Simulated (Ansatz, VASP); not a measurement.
## B: VASP beside Ansatz

```
CELL_PARAMETERS angstrom
-1.87813 1.87813 2.57288
1.87813 -1.87813 2.57288
1.87813 1.87813 -2.57288
ATOMIC_POSITIONS crystal
B 0.66667 0.66667 0.33334
B 0.33333 0.66667 0.00000
B 0.33333 0.33333 0.66666
B 0.66667 0.33333 0.00000
```

Alike in both runs: task relaxation of cell and atoms; functional PBE; k mesh 6 × 6 × 6; occupations gaussian, width 0.1 eV; no spin polarisation.

```csv
,VASP,Ansatz
version,VASP 6.6.1,Ansatz 0.2.0
potentials or method,"VASP PAW PBE potentials, release 64 (B_h), cutoff 910 eV","scalar-relativistic, plane waves, PAW"
valence electrons in the cell,12,12
```

Ansatz gave:

```
gap on the k mesh at the Fermi level, each at its own relaxed structure (eV) : none
relaxed volume (Å³/atom)                                                     : 6.71
relaxed cell length with the largest relative difference (Å)                 : 3.268
```

What did VASP give for the same quantities?

gap on the k mesh at the Fermi level, each at its own relaxed structure (eV): none; relaxed volume (Å³/atom): 8.28; relaxed cell length with the largest relative difference (Å): 3.623.

A gap of «none» marks a metal or a gap that the smearing closes. One of these differences is far larger than is usual between the two programs; its cause wasn't traced.

The k mesh is coarse, so the values compare programs but aren't converged.
